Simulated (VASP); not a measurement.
# Si31C32 (a cell with a defect) in VASP: single point with PBEsol

Aim: the single point of Si31C32 (a cell with a defect) with PBEsol.

Everything below comes from runs of VASP 6.6.1. Logs are shortened: lines on timing, memory, paths and dates and some standing lists are left out, and cuts for length are marked.

## (1) The cell of the first run

The cell holds a defect, 63 atoms: a = 8.714 Å, b = 8.714 Å, c = 8.714 Å, α = 90.00°, β = 90.00°, γ = 90.00°.

## (2) Single point, PBEsol

Contents of INCAR:

```
SYSTEM = Si31C32
ALGO     = Normal         ! electronic algorithm
EDIFF    = 1E-6           ! SCF threshold, eV
ENCUT    = 520            ! plane-wave cutoff, eV
GGA      = PS             ! functional
GGA_COMPAT= .False.      
ISIF     = 2              ! what is computed and relaxed
ISMEAR   = -1             ! smearing method
ISYM     = 0            
LASPH    = .True.         ! aspherical terms in the spheres
LCHARG   = .False.        ! write CHGCAR
LREAL    = Auto         
LWAVE    = .False.        ! write WAVECAR
NBANDS   = 163            ! bands
NELECT   = 250.0        
NELM     = 120            ! most SCF steps
PREC     = Accurate       ! precision mode
SIGMA    = 0.05           ! smearing width, eV
```

Contents of KPOINTS:

```
Automatic mesh
0
Gamma
  1 1 1
  0.25 0.25 0.25
```

Contents of POSCAR:

```
Si31C32
1.0
    8.7137060000      0.0000000000      0.0000000000
    0.0000000000      8.7137060000      0.0000000000
    0.0000000000      0.0000000000      8.7137060000
Si C
31 32
Direct
    0.9998450000      0.0000300000      0.0000580000
    0.9993530000      0.9995650000      0.5004090000
    0.9994690000      0.5003890000      0.9997320000
    0.0002020000      0.4998040000      0.4998680000
    0.5001650000      0.9997100000      0.9997390000
    0.4996240000      0.0003890000      0.4998520000
    0.4996340000      0.4998360000      0.0003980000
    0.2495410000      0.2497570000      0.0000440000
    0.2484730000      0.2486500000      0.4969300000
    0.2486720000      0.7498350000      0.0003630000
    0.2492780000      0.7504100000      0.5041410000
    0.7496580000      0.2488610000      0.0003650000
    0.7501580000      0.2495320000      0.5040880000
    0.7500630000      0.7502610000      0.9999570000
    0.7521590000      0.7523310000      0.4937990000
    0.2495300000      0.0000320000      0.2498110000
    0.2486410000      0.0003180000      0.7498820000
    0.2485880000      0.4968710000      0.2488000000
    0.2492970000      0.5040410000      0.7504070000
    0.7496480000      0.0003970000      0.2488580000
    0.7499900000      0.9998400000      0.7502860000
    0.7501920000      0.5040060000      0.2494880000
    0.7523410000      0.4941200000      0.7524890000
    0.9998400000      0.2497240000      0.2498000000
    0.0001020000      0.2488430000      0.7498750000
    0.0001600000      0.7498280000      0.2488690000
    0.9996970000      0.7501860000      0.7502980000
    0.4966830000      0.2488030000      0.2488130000
    0.5039170000      0.2495080000      0.7503890000
    0.5038490000      0.7504150000      0.2494960000
    0.4938360000      0.7525270000      0.7525280000
    0.1248080000      0.1249840000      0.1250240000
    0.1237780000      0.1239810000      0.6253260000
    0.1239250000      0.6252970000      0.1241110000
    0.1240080000      0.6255120000      0.6255420000
    0.6250700000      0.1241540000      0.1241070000
    0.6253500000      0.1241700000      0.6255690000
    0.6253280000      0.6255370000      0.1242270000
    0.6443800000      0.6446460000      0.6445050000
    0.3746610000      0.3748730000      0.1242470000
    0.3613850000      0.3615400000      0.6389830000
    0.3735440000      0.8753950000      0.1244900000
    0.3745700000      0.8763000000      0.6254230000
    0.8751990000      0.3737880000      0.1244930000
    0.8761130000      0.3747700000      0.6253900000
    0.8750080000      0.8752250000      0.1247800000
    0.8747940000      0.8749590000      0.6267500000
    0.3746510000      0.1242270000      0.3749060000
    0.3735580000      0.1244470000      0.8754080000
    0.3614310000      0.6389100000      0.3616730000
    0.3745730000      0.6253610000      0.8763000000
    0.8751480000      0.1244440000      0.3738680000
    0.8749950000      0.1246930000      0.8752280000
    0.8761340000      0.6253350000      0.3747230000
    0.8749990000      0.6266540000      0.8752600000
    0.1240810000      0.3748520000      0.3749090000
    0.1242130000      0.3737840000      0.8754200000
    0.1242060000      0.8753610000      0.3738680000
    0.1245200000      0.8751670000      0.8752390000
    0.6385830000      0.3617340000      0.3617600000
    0.6251860000      0.3748040000      0.8762920000
    0.6251470000      0.8763550000      0.3747390000
    0.6264390000      0.8751930000      0.8752760000
```

Potentials or basis: VASP PAW PBE potentials, release 64 (Si, C).

The run is started by

```
$ cat potpaw_PBE.64/Si/POTCAR potpaw_PBE.64/C/POTCAR > POTCAR
$ mpirun -np 1 vasp_std > vasp.out
```

OUTCAR:

```text
SYSTEM = Si31C32
   EDIFF = 1E-6
   ENCUT = 520
   GGA = PS
   ISIF = 2
   ISMEAR = -1
   ISYM = 0
   LASPH = .True.
   LREAL = Auto
   NELECT = 250.0
   NELM = 120
   PREC = Accurate

 ion  position               nearest neighbor table
   1  1.000  0.000  0.000-  53 1.88  59 1.88  46 1.88  32 1.89  17 3.07  25 3.07  20 3.07  26 3.07
                            12 3.07  10 3.07   8 3.08  24 3.08  16 3.08  14 3.08  27 3.08  21 3.08
   2  0.999  1.000  0.500-  33 1.88  47 1.89  58 1.89  52 1.89  15 3.05   9 3.07  25 3.07  17 3.07
                            11 3.08  13 3.08  21 3.08  27 3.08  24 3.09  16 3.09  20 3.09  26 3.09
   3  0.999  0.500  1.000-  34 1.88  55 1.89  44 1.89  57 1.89  23 3.05  18 3.07  26 3.07  10 3.07
                            22 3.07  19 3.08  27 3.08  14 3.08   8 3.09  24 3.09  12 3.09  25 3.09
   4  0.000  0.500  0.500-  56 1.88  45 1.88  54 1.89  35 1.89   9 3.08  18 3.08  19 3.08  11 3.08
                            24 3.08  13 3.08  22 3.08  23 3.08  15 3.08  27 3.09  25 3.09  26 3.09
   5  0.500  1.000  1.000-  36 1.88  63 1.89  49 1.89  42 1.89  31 3.05  28 3.07  20 3.07  12 3.07
                            30 3.08  29 3.08  21 3.08  14 3.08   8 3.08  16 3.09  10 3.09  17 3.09
   6  0.500  0.000  0.500-  48 1.88  62 1.88  43 1.89  37 1.89   9 3.08  28 3.08  29 3.08  13 3.08
                            16 3.08  11 3.08  30 3.08  31 3.08  15 3.08  21 3.09  17 3.09  20 3.09
   7  0.500  0.500  0.000-  40 1.88  51 1.89  61 1.89  38 1.89  28 3.08  18 3.08  22 3.08  30 3.08
                             8 3.08  19 3.08  29 3.08  31 3.08  23 3.09  14 3.09  10 3.09  12 3.09
   8  0.250  0.250  0.000-  49 1.88  57 1.88  40 1.88  32 1.88  18 3.06  28 3.06   1 3.08  24 3.08
                            16 3.08  17 3.08  25 3.08   7 3.08   5 3.08   3 3.09  19 3.11  29 3.11
   9  0.248  0.249  0.497-  41 1.86  56 1.87  48 1.87  33 1.90  16 3.05  24 3.05  28 3.06  18 3.06
[... 63 lines left out ...]
  50  0.361  0.639  0.362-  30 1.85  11 1.85  18 1.86
  51  0.375  0.625  0.876-  31 1.86  19 1.87  10 1.88   7 1.89
  52  0.875  0.124  0.374-  24 1.88  20 1.88   2 1.89  13 1.91
  53  0.875  0.125  0.875-   1 1.88  25 1.88  12 1.88  21 1.89
  54  0.876  0.625  0.375-  15 1.86  22 1.87  26 1.88   4 1.89
  55  0.875  0.627  0.875-  27 1.88  14 1.88   3 1.89  23 1.90
  56  0.124  0.375  0.375-   9 1.87  18 1.87   4 1.88  24 1.88
  57  0.124  0.374  0.875-   8 1.88  25 1.88   3 1.89  19 1.91
  58  0.124  0.875  0.374-  16 1.88  26 1.88   2 1.89  11 1.91
  59  0.125  0.875  0.875-   1 1.88  10 1.88  17 1.88  27 1.89
  60  0.639  0.362  0.362-  13 1.85  22 1.85  28 1.86
  61  0.625  0.375  0.876-  23 1.86  29 1.87  12 1.88   7 1.89
  62  0.625  0.876  0.375-  15 1.86  30 1.87  20 1.88   6 1.88
  63  0.626  0.875  0.875-  21 1.88  14 1.88   5 1.89  31 1.90

IMPORTANT INFORMATION: All symmetrisations will be switched off!
NOSYMM: (Re-)initialisation of all symmetry stuff for point group C_1.

----------------------------------------------------------------------------------------

                                     Primitive cell

  volume of cell :     661.6201

  direct lattice vectors                    reciprocal lattice vectors
     8.713706000  0.000000000  0.000000000     0.114761733  0.000000000  0.000000000
     0.000000000  8.713706000  0.000000000     0.000000000  0.114761733  0.000000000
     0.000000000  0.000000000  8.713706000     0.000000000  0.000000000  0.114761733

  length of vectors
     8.713706000  8.713706000  8.713706000     0.114761733  0.114761733  0.114761733

  position of ions in fractional coordinates (direct lattice)
     0.999845000  0.000030000  0.000058000
     0.999353000  0.999565000  0.500409000
     0.999469000  0.500389000  0.999732000
     0.000202000  0.499804000  0.499868000
     0.500165000  0.999710000  0.999739000
     0.499624000  0.000389000  0.499852000
[... 55 lines left out ...]
     0.625147000  0.876355000  0.374739000
     0.626439000  0.875193000  0.875276000

  ion indices of the primitive-cell ions
   primitive index   ion index
                 1           1
                 2           2
                 3           3
                 4           4
                 5           5
                 6           6
[... 55 lines left out ...]
                62          62
                63          63

[... 24 lines left out ...]
 Found      4 irreducible k-points:

 Following reciprocal coordinates:
            Coordinates               Weight
  0.250000  0.250000  0.250000      2.000000
 -0.250000  0.250000  0.250000      2.000000
 -0.250000 -0.250000  0.250000      2.000000
  0.250000 -0.250000  0.250000      2.000000
   k-points           NKPTS =      4   k-points in BZ     NKDIM =      4   number of bands    NBANDS=    163
   number of dos      NEDOS =    301   number of ions     NIONS =     63
   total plane-waves  NPLWV = 343000
   dimension x,y,z NGX =    70 NGY =   70 NGZ =   70
   dimension x,y,z NGXF=   140 NGYF=  140 NGZF=  140
   ions per type =              31  32
   NGX,Y,Z   is equivalent  to a cutoff of  13.36, 13.36, 13.36 a.u.
   NGXF,Y,Z  is equivalent  to a cutoff of  26.71, 26.71, 26.71 a.u.
 SYSTEM =  Si31C32
   PREC   = accura    normal or accurate (medium, high low for compatibility)
   ISTART =      0    job   : 0-new  1-cont  2-samecut
   ICHARG =      2    charge: 1-file 2-atom 10-const
   ISPIN  =      1    spin polarized calculation?
   LNONCOLLINEAR =      F non collinear calculations
   LSORBIT =      F    spin-orbit coupling
   LASPH  =      T    aspherical Exc in radial PAW
   ENCUT  =  520.0 eV  38.22 Ry    6.18 a.u.  16.20 16.20 16.20*2*pi/ulx,y,z
   NELM   =    120;   NELMIN=  2; NELMDL= -5     # of ELM steps
   EDIFF  = 0.1E-05   stopping-criterion for ELM
   LREAL  =      T    real-space projection
   EDIFFG = 0.1E-04   stopping-criterion for IOM
   NSW    =      0    number of steps for IOM
   IBRION =     -1    ionic relax: 0-MD 1-quasi-New 2-CG
   NFREE  =      0    steps in history (QN), initial steepest desc. (CG)
   ISIF   =      2    stress and relaxation
   ISYM   =      0    0-nonsym 1-usesym 2-fastsym
   POTIM  = 0.5000    time-step for ionic-motion
   TEBEG  =    0.0;   TEEND  =   0.0 temperature during run
   PSTRESS=    0.0 pullay stress
   NELECT =     250.0000    total number of electrons
   NUPDOWN=      -1.0000    fix difference up-down
   EMIN   =  10.00;   EMAX   =-10.00  energy-range for DOS
   EFERMI =   0.00;   METHOD = LEGACY
   ISMEAR =    -1;   SIGMA  =   0.05  broadening in eV -4-tet -1-fermi 0-gaus
   EFERMI_NEDOS =   21; number of points for ismear=-14 and -15
   IALGO  =     38    algorithm
   IMIX   =      4    mixing-type and parameters
     AMIX     =   0.40;   BMIX     =  1.00
     AMIX_MAG =   1.60;   BMIX_MAG =  1.00
  volume/ion in A,a.u.               =      10.50        70.87
  Fermi-wavevector in a.u.,A,eV,Ry     =   1.183546  2.236578 19.058795  1.400782
  Thomas-Fermi vector in A             =   2.319779
   LORBIT       =      0    0 simple, 1 ext, 2 COOP (PROOUT), +10 PAW based schemes
   GGA     = PS    functional components
   LHFCALC =     F    Hartree Fock is set to
   AEXX    =    0.0000 exact exchange contribution
   IVDW    =     0    specifies the selected vdW correction
   LEPSILON=     F    determine dielectric tensor
   LRPA    =     F    only Hartree local field effects (RPA)
 non-spin polarized calculation
  energy-cutoff  :      520.00
  volume of cell :      661.62
 maximum number of plane-waves:     17779
 NGX is ok and might be reduce to    70
   NGX = 33   NGY = 33   NGZ = 33

 number of electron     249.9999969 magnetization

 Free energy of the ion-electron system (eV)
  ---------------------------------------------------
  ext. energy  EPLUGINS =         0.00000000
  ---------------------------------------------------
  free energy    TOTEN  =      -511.27315879 eV

  energy without entropy =     -511.25053319  energy(sigma->0) =     -511.26184599

 E-fermi :   7.6079     XC(G=0): -11.3626

 val. band max:        7.3908570236   @ k =  -0.2500  -0.2500   0.2500
 cond. band min:       7.7840388689   @ k =  -0.2500   0.2500   0.2500
 fundamental gap:      0.3931818453
 Fermi energy:         7.6078982944

 k-point     1 :       0.2500    0.2500    0.2500
  band No.  band energies     occupation
      1      -7.3393      2.00000
      2      -6.5927      2.00000
      3      -6.5924      2.00000
      4      -6.4288      2.00000
      5      -5.8288      2.00000
      6      -5.8285      2.00000
[... 549 lines left out ...]
    136      12.0081      0.00000
    137      12.0503      0.00000
 [bands above 137 left out]

------------------------ aborting loop because EDIFF is reached ----------------------------------------

  FORCE on cell =-STRESS in cart. coord.  units (eV):
  Direction    XX          YY          ZZ          XY          YZ          ZX
  --------------------------------------------------------------------------------------
  -------------------------------------------------------------------------------------
  Total      -16.7169875    -16.7119620    -16.6849114      0.3388558      0.3564378      0.3701788
  in kB      -40.4818072    -40.4696375    -40.4041317      0.8205721      0.8631487      0.8964239
  external PRESSURE =     -40.4518588 kB  Pullay stress =       0.0000000 kB

 VOLUME and BASIS-vectors are now :
 -----------------------------------------------------------------------------
  energy-cutoff  :      520.00
  volume of cell :      661.62
      direct lattice vectors                 reciprocal lattice vectors
     8.713706000  0.000000000  0.000000000     0.114761733  0.000000000  0.000000000
     0.000000000  8.713706000  0.000000000     0.000000000  0.114761733  0.000000000
     0.000000000  0.000000000  8.713706000     0.000000000  0.000000000  0.114761733

 POSITION                                       TOTAL-FORCE (eV/Angst)
 -----------------------------------------------------------------------------------
      8.71236      0.00026      0.00051         0.015909      0.013652      0.015723
      8.70807      8.70992      4.36042        -0.018718     -0.017458     -0.115282
      8.70908      4.36024      8.71137        -0.013085     -0.127035     -0.017215
      0.00176      4.35515      4.35570        -0.021623      0.061216      0.053655
      4.35829      8.71118      8.71143        -0.125389     -0.019617     -0.019176
      4.35358      0.00339      4.35556         0.059955     -0.023344      0.061969
[... 55 lines left out ...]
      5.44735      7.63630      3.26537        -0.045229      0.001509     -0.099845
      5.45861      7.62617      7.62690        -0.101478      0.114087      0.116034
 -----------------------------------------------------------------------------------
    total drift:                               -0.005257      0.007761      0.004604

  FREE ENERGIE OF THE ION-ELECTRON SYSTEM (eV)
  ---------------------------------------------------
  free  energy   TOTEN  =      -511.2731587909 eV

  energy  without entropy=     -511.2505331921  energy(sigma->0) =     -511.26184599
```

Wall time 33 min (1 thread of Oxide Virtual Turin-like, shared host); peak memory 0.78 GiB.

What came out:

| Quantity | Value |
| --- | --- |
| Free energy | -511.2732 eV |
| Largest force | 0.397 eV/Å |

Forces on the atoms (eV/Å):
```
Si   0.016  0.014  0.016
Si  -0.019 -0.017 -0.115
Si  -0.013 -0.127 -0.017
Si  -0.022  0.061  0.054
Si  -0.125 -0.020 -0.019
Si   0.060 -0.023  0.062
Si   0.061  0.059 -0.023
Si   0.019  0.019 -0.027
Si   0.097  0.095 -0.178
Si   0.108  0.095 -0.007
Si  -0.040  0.112  0.035
Si   0.095  0.112 -0.011
Si   0.116 -0.047  0.046
Si   0.020  0.022 -0.012
Si  -0.102 -0.096  0.372
Si   0.017 -0.032  0.019
Si   0.106 -0.005  0.095
Si   0.089 -0.183  0.088
Si  -0.046  0.043  0.118
Si   0.093 -0.008  0.110
Si   0.027 -0.010  0.023
Si   0.111  0.047 -0.042
Si  -0.117  0.343 -0.110
Si  -0.029  0.020  0.019
Si  -0.005  0.106  0.096
Si  -0.006  0.099  0.108
Si  -0.012  0.023  0.020
Si  -0.190  0.088  0.090
Si   0.038 -0.049  0.121
Si   0.040  0.113 -0.045
Si   0.353 -0.115 -0.112
C   -0.026 -0.020 -0.019
C    0.023  0.025  0.084
C    0.018  0.077  0.024
C   -0.028 -0.049 -0.042
C    0.079  0.020  0.027
C   -0.049 -0.024 -0.050
C   -0.046 -0.048 -0.026
C   -0.170 -0.175 -0.164
C   -0.022 -0.026  0.017
C   -0.100 -0.098 -0.045
C    0.007 -0.063  0.013
C   -0.093  0.012 -0.050
C   -0.066  0.000  0.014
C    0.003 -0.089 -0.047
C   -0.026 -0.027 -0.011
C    0.126  0.128 -0.114
C   -0.022  0.018 -0.027
C    0.008  0.017 -0.066
C   -0.099 -0.035 -0.097
C   -0.092 -0.047  0.010
C   -0.065  0.018 -0.001
C   -0.030 -0.009 -0.027
C    0.006 -0.055 -0.092
C    0.114 -0.098  0.117
C    0.011 -0.025 -0.026
C    0.016  0.003 -0.066
C    0.017 -0.063  0.000
C   -0.012 -0.023 -0.028
C   -0.034 -0.099 -0.100
C   -0.040 -0.095  0.005
C   -0.045  0.002 -0.100
C   -0.101  0.114  0.116
```

Caveat: the cell carries a net charge on a neutralising background, which shifts energy and pressure; the cell is charged against a uniform background, so pressure and absolute levels hang on convention; the PAW data sets were made with another functional, which shifts forces and pressure a little.
